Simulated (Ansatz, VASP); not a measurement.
One calculation of KNbO3, two programs

```
K Nb O
1.0
     4.02918    0.00000    0.00000
     0.00000    4.02918    0.00000
     0.00000    0.00000    4.02918
K Nb O
1 1 3
Direct
  0.00000 0.00000 0.00000
  0.50000 0.50000 0.50000
  0.00000 0.50000 0.50000
  0.50000 0.00000 0.50000
  0.50000 0.50000 0.00000
```

Alike in both runs: task single point; functional PBE; k mesh 6 × 6 × 6; no spin polarisation.

```csv
,VASP,Ansatz
version,VASP 6.6.1,Ansatz 0.2.0
potentials or method,"VASP PAW PBE potentials, release 64 (K_sv, Nb_sv, O)","plane waves, PAW"
plane-wave cutoff (eV),600,420
occupations,"methfessel-paxton of order 1, width 0.05 eV","cold, width 0.05 eV"
valence electrons in the cell,40,40
```

```tsv
	VASP	Ansatz	Ansatz less VASP
gap on the k mesh at the Fermi level (eV)	1.51	1.53	+0.017
```
